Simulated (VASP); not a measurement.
Runs of VASP 6.6.1 on YS2. The structure is that of space group Fd-3m (No. 227), or close to it. The cells are those of the table. 

```csv
cell,gap on the mesh (eV),pressure (GPa)
"a = 5.461 Å, angles 60.0°, 6 atoms",none,(a)
"a = 5.384 Å, angles 60.0°, 6 atoms",none,5.2
"a = 5.536 Å, angles 60.0°, 6 atoms",none,-0.7
"a = 5.609 Å, angles 60.0°, 6 atoms",none,-2.8
"a = 5.680 Å, angles 60.0°, 6 atoms",none,-4.6
"a = 5.749 Å, angles 60.0°, 6 atoms",none,(b)
"a = 5.305 Å, angles 60.0°, 6 atoms",none,9.2
```

Alike in all rows: task single point; level PBE; potentials or basis VASP PAW PBE potentials, release 64 (Y_sv, S); no spin polarisation; k mesh 4 × 4 × 4; cutoff (eV) 520; smearing fermi-dirac 0.05 eV.

**Question.** Fill in the values left out.

**Answer.** (a) 2.0; (b) -6.1.

Caveats: some runs use coarse meshes.

A k mesh can miss the band edges, and the runs leave out spin-orbit coupling on Y.

A gap of «none» marks levels without a gap at the run's occupations.
